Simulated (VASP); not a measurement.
# LiMg12 (a cell with a defect) in VASP: single point with PBE

Aim: the single point of LiMg12 (a cell with a defect) with PBE.

Everything below comes from runs of VASP 6.6.1. Logs are shortened: lines on timing, memory, paths and dates and some standing lists are left out, and cuts for length are marked.

## (1) The cell of the first run

The cell holds a defect, 13 atoms: a = 6.420 Å, b = 9.630 Å, c = 5.213 Å, α = 90.00°, β = 90.00°, γ = 120.00°.

## (2) Single point, PBE

Contents of INCAR:

```
SYSTEM = LiMg12
PREC = Accurate ; ENCUT = 520
EDIFF = 1E-6 ; ISMEAR = -1
SIGMA = 0.05 ; LREAL = .FALSE.
LASPH = .TRUE. ; NELM = 100
ALGO = Normal ; ISIF = 2
LWAVE = .FALSE. ; LCHARG = .FALSE.
GGA = PE ; NBANDS = 26
```

Contents of KPOINTS:

```
Automatic mesh
0
G
  4 3 4
  0 0 0
```

Contents of POSCAR:

```
LiMg12
1.0
    6.4200000000      0.0000000000      0.0000000000
   -4.8150000000      8.3398250000      0.0000000000
    0.0000000000      0.0000000000      5.2130400000
Mg Li
12 1
Direct
    0.1605169232      0.0727322216     -0.0005722189
    0.1827467636      0.2463134418      0.4994805334
   -0.0455751112      0.2860182318     -0.0004252797
    0.1171315601      0.5385371995      0.4999737197
    0.0264429745      0.6697144125     -0.0001448291
    0.1586170350      0.8869903145      0.4996499164
    0.5130776909     -0.0310806282     -0.0002405506
    0.6324602422      0.2079528048      0.4997414177
    0.5760840374      0.3687290800     -0.0001797416
    0.6642376762      0.5741312318      0.4999363136
    0.3871521113      0.5818451826      0.0001266056
    0.6759755959      0.8968796108      0.4997582984
    0.7869564185      0.8160903856      0.9997458297
```

Potentials or basis: VASP PAW PBE potentials, release 64 (Mg, Li_sv).

Command:

```console
> cat potpaw_PBE.64/Mg/POTCAR potpaw_PBE.64/Li_sv/POTCAR > POTCAR
> mpirun -np 1 vasp_std > vasp.out
```

OUTCAR:

```text
SYSTEM = LiMg12
   PREC = Accurate
   ENCUT = 520
   EDIFF = 1E-6
   ISMEAR = -1
   LREAL = .FALSE.
   LASPH = .TRUE.
   NELM = 100
   ISIF = 2
   GGA = PE

 ion  position               nearest neighbor table
   1  0.161  0.073  0.999-  13 2.44   9 2.76   7 2.90   3 2.95   2 3.06   2 3.06   6 3.16   6 3.16
                             5 3.53
   2  0.183  0.246  0.499-   4 3.05   1 3.06   1 3.06   8 3.09   3 3.11   3 3.11  10 3.12  12 3.31
                             8 3.36   6 3.39   9 3.40   9 3.40
   3  0.954  0.286  1.000-  11 2.81   9 2.91   1 2.95   7 2.95   2 3.11   2 3.11   8 3.17   8 3.18
                             4 3.35   4 3.36   5 3.49
   4  0.117  0.539  0.500-  11 3.04  11 3.04   2 3.05   5 3.08   5 3.08  10 3.09   8 3.15   6 3.23
                             3 3.35  10 3.35   3 3.36  12 3.52
   5  0.026  0.670  1.000-  13 2.55  11 2.84   9 2.89   7 3.01   4 3.08   4 3.08   6 3.18   6 3.18
                            10 3.30  10 3.30   3 3.49   1 3.53
   6  0.159  0.887  0.500-   8 3.07  10 3.10  12 3.15   1 3.16   1 3.16   5 3.18   5 3.18   4 3.23
                            12 3.27   7 3.29   7 3.29   2 3.39
   7  0.513  0.969  1.000-  13 2.80   1 2.90   3 2.95   5 3.01  12 3.02  12 3.02   6 3.29   6 3.29
                             8 3.30   8 3.30  11 3.40
   8  0.632  0.208  0.500-   6 3.07   2 3.09   9 3.14   9 3.14  12 3.14   4 3.15   3 3.17   3 3.18
                             7 3.30   7 3.30   2 3.36  10 3.43
   9  0.576  0.369  1.000-   1 2.76  11 2.86   5 2.89   3 2.91   8 3.14   8 3.14  10 3.15  10 3.15
                             2 3.40   2 3.40
  10  0.664  0.574  0.500-  12 3.07   4 3.09   6 3.10   2 3.12   9 3.15   9 3.15  11 3.18  11 3.18
                             5 3.30   5 3.30   4 3.35   8 3.43
  11  0.387  0.582  0.000-  13 2.43   3 2.81   5 2.84   9 2.86   4 3.04   4 3.04  10 3.18  10 3.18
                             7 3.40
  12  0.676  0.897  0.500-  13 2.91  13 2.91   7 3.02   7 3.02  10 3.07   8 3.14   6 3.15   6 3.27
                             2 3.31   4 3.52
  13  0.787  0.816  1.000-  11 2.43   1 2.44   5 2.55   7 2.80  12 2.91  12 2.91

  LATTYP: Found a simple monoclinic cell.
 ALAT       =     6.4200000000
 B/A-ratio  =     0.8120000000
 C/A-ratio  =     1.3228757108
 COS(beta)  =    -0.1889822286

  Lattice vectors:

 A1 = (   6.4200000000,   0.0000000000,   0.0000000000)
 A2 = (   0.0000000000,   0.0000000000,   5.2130400000)
 A3 = (  -1.6050000000,  -8.3398250000,   0.0000000000)

Analysis of symmetry for initial positions (statically):
=====================================================================
 Subroutine PRICEL returns:
 Original cell was already a primitive cell.

 Routine SETGRP: Setting up the symmetry group for a
[... 158 lines left out ...]
   EFERMI_NEDOS =   21; number of points for ismear=-14 and -15
   IALGO  =     38    algorithm
   IMIX   =      4    mixing-type and parameters
     AMIX     =   0.40;   BMIX     =  1.00
     AMIX_MAG =   1.60;   BMIX_MAG =  1.00
  volume/ion in A,a.u.               =      21.47       144.89
  Fermi-wavevector in a.u.,A,eV,Ry     =   0.751511  1.420149  7.684136  0.564768
  Thomas-Fermi vector in A             =   1.848508
   LORBIT       =      0    0 simple, 1 ext, 2 COOP (PROOUT), +10 PAW based schemes
   GGA     = PE    functional components
   LHFCALC =     F    Hartree Fock is set to
   AEXX    =    0.0000 exact exchange contribution
   IVDW    =     0    specifies the selected vdW correction
   LEPSILON=     F    determine dielectric tensor
   LRPA    =     F    only Hartree local field effects (RPA)
 non-spin polarized calculation
  energy-cutoff  :      520.00
  volume of cell :      279.11
 maximum number of plane-waves:      7534
   NGX = 23   NGY = 35   NGZ = 19

 number of electron      26.9999993 magnetization

 Free energy of the ion-electron system (eV)
  ---------------------------------------------------
  ext. energy  EPLUGINS =         0.00000000
  ---------------------------------------------------
  free energy    TOTEN  =       -18.59786197 eV

  energy without entropy =      -18.56467061  energy(sigma->0) =      -18.58126629

 E-fermi :   2.7773     XC(G=0):  -8.5753

 val. band max:        2.7353609282   @ k =   0.5000   0.3333   0.0000
 cond. band min:       2.7838449035   @ k =   0.2500   0.0000   0.0000
 fundamental gap:      0.0484839753
 Fermi energy:         2.7773188237

 k-point     1 :       0.0000    0.0000    0.0000
  band No.  band energies     occupation
      1     -43.7356      2.00000
      2      -4.1989      2.00000
      3      -2.1760      2.00000
      4      -1.9637      2.00000
      5      -0.5945      2.00000
      6      -0.4402      2.00000
[... 661 lines left out ...]
     24       7.8382      0.00000
     25       7.8777      0.00000

 [... further k-points ...]

 [bands above 25 left out]

------------------------ aborting loop because EDIFF is reached ----------------------------------------

  FORCE on cell =-STRESS in cart. coord.  units (eV):
  Direction    XX          YY          ZZ          XY          YZ          ZX
  --------------------------------------------------------------------------------------
  -------------------------------------------------------------------------------------
  Total        6.8712657      6.4605972      0.8823794      1.2686177     -0.0000606     -0.0005704
  in kB       39.4424880     37.0851660      5.0650406      7.2821282     -0.0003479     -0.0032744
  external PRESSURE =      27.1975649 kB  Pullay stress =       0.0000000 kB

 VOLUME and BASIS-vectors are now :
 -----------------------------------------------------------------------------
  energy-cutoff  :      520.00
  volume of cell :      279.11
      direct lattice vectors                 reciprocal lattice vectors
     6.420000000  0.000000000  0.000000000     0.155763240  0.089929945  0.000000000
    -4.815000000  8.339825000  0.000000000     0.000000000  0.119906593  0.000000000
     0.000000000  0.000000000  5.213040000     0.000000000  0.000000000  0.191826650

 POSITION                                       TOTAL-FORCE (eV/Angst)
 -----------------------------------------------------------------------------------
      0.68031      0.60657      5.21006        -0.000281     -0.001382      0.000130
     -0.01276      2.05421      2.60381         0.001243      0.001245      0.000081
      4.75023      2.38534      5.21082         0.000328      0.011665      0.000118
     -1.84107      4.49131      2.60638        -0.001424     -0.002713     -0.000039
     -3.05491      5.58530      5.21229         0.002057      0.003068      0.000045
     -3.25254      7.39734      2.60470        -0.002541     -0.003149      0.000048
     -1.37139      8.08062      5.21179        -0.009550      0.000467     -0.000034
      3.05910      1.73429      2.60517         0.000219      0.000221     -0.000024
      1.92303      3.07514      5.21210         0.003452      0.000707     -0.000018
      1.49996      4.78815      2.60619         0.002552      0.001427     -0.000038
     -0.31607      4.85249      0.00066        -0.002201     -0.004412     -0.000129
      0.02129      7.47982      2.60526        -0.003439     -0.002215     -0.000034
      1.12279      6.80605      5.21172         0.009586     -0.004931     -0.000106
 -----------------------------------------------------------------------------------
    total drift:                                0.000269     -0.000056     -0.000067

  FREE ENERGIE OF THE ION-ELECTRON SYSTEM (eV)
  ---------------------------------------------------
  free  energy   TOTEN  =       -18.5978619697 eV

  energy  without entropy=      -18.5646706082  energy(sigma->0) =      -18.58126629
```

OSZICAR:

```text
N       E                     dE             d eps       ncg     rms          rms(c)
DAV:   1     0.403367243151E+02    0.40337E+02   -0.82736E+03  1352   0.779E+02
DAV:   2    -0.129482836801E+02   -0.53285E+02   -0.50210E+02  1584   0.118E+02
DAV:   3    -0.187984343373E+02   -0.58502E+01   -0.57263E+01  2356   0.222E+01
DAV:   4    -0.190388875081E+02   -0.24045E+00   -0.23728E+00  1896   0.538E+00
DAV:   5    -0.190454453269E+02   -0.65578E-02   -0.65536E-02  1912   0.865E-01    0.280E+00
DAV:   6    -0.186796118583E+02    0.36583E+00   -0.55822E-01  1598   0.231E+00    0.158E+00
DAV:   7    -0.186145018306E+02    0.65110E-01   -0.20884E-01  1798   0.136E+00    0.740E-01
DAV:   8    -0.185997859801E+02    0.14716E-01   -0.23130E-02  1794   0.593E-01    0.227E-01
DAV:   9    -0.185979270102E+02    0.18590E-02   -0.13029E-03  1694   0.164E-01    0.478E-02
DAV:  10    -0.185978568432E+02    0.70167E-04   -0.25990E-04  1848   0.546E-02    0.109E-02
DAV:  11    -0.185978602809E+02   -0.34377E-05   -0.34611E-05  1846   0.214E-02    0.423E-03
DAV:  12    -0.185978613449E+02   -0.10640E-05   -0.13146E-06  1066   0.469E-03    0.163E-03
DAV:  13    -0.185978619697E+02   -0.62478E-06   -0.35167E-07   846   0.243E-03
   1 F= -.18597862E+02 E0= -.18581266E+02  d E =-.331914E-01
```

Run time: 2.1 min. Hardware: 1 thread of Oxide Virtual Turin-like, shared host; peak memory 0.42 GiB.

What came out:

```
Free energy            : -18.5979 eV
Largest force          : 0.012 eV/Å
Band gap on the k mesh : zero (an odd number of electrons rules out a gap without spin polarisation)
```

Forces in eV/Å, atoms in the order of the input:
```
Mg   0.000 -0.001  0.000
Mg   0.001  0.001  0.000
Mg   0.000  0.012  0.000
Mg  -0.001 -0.003  0.000
Mg   0.002  0.003  0.000
Mg  -0.003 -0.003  0.000
Mg  -0.010  0.000  0.000
Mg   0.000  0.000  0.000
Mg   0.003  0.001  0.000
Mg   0.003  0.001  0.000
Mg  -0.002 -0.004  0.000
Mg  -0.003 -0.002  0.000
Li   0.010 -0.005  0.000
```

Levels at points of the mesh, in eV from the Fermi level:
| k point | band 9 | band 10 | band 11 | band 12 | band 13 | band 14 | band 15 | band 16 | band 17 | band 18 |
| --- | --- | --- | --- | --- | --- | --- | --- | --- | --- | --- |
| (0.00, 0.00, 0.00) | -1.87 | -1.30 | -0.43 | -0.24 | 0.10 | 0.13 | 0.44 | 0.61 | 1.21 | 1.55 |
| (0.50, 0.00, 0.00) | -0.75 | -0.66 | -0.63 | -0.32 | -0.30 | -0.17 | -0.14 | 0.12 | 0.45 | 0.73 |
| (0.00, 0.00, 0.50) | -1.98 | -1.93 | -1.89 | -1.24 | -1.05 | -0.83 | -0.65 | 0.82 | 1.18 | 1.32 |
| (0.50, 0.00, 0.50) | -3.65 | -1.30 | -0.97 | -0.52 | -0.49 | 0.41 | 0.59 | 0.59 | 0.90 | 1.90 |

Caveat: the cutoff is under 1.25 times the usual one of these potentials, so pressure, stress and relaxed cells hold a basis-set (Pulay) error.

The gap in the log of VASP goes by the Fermi energy; the results here count the filled bands.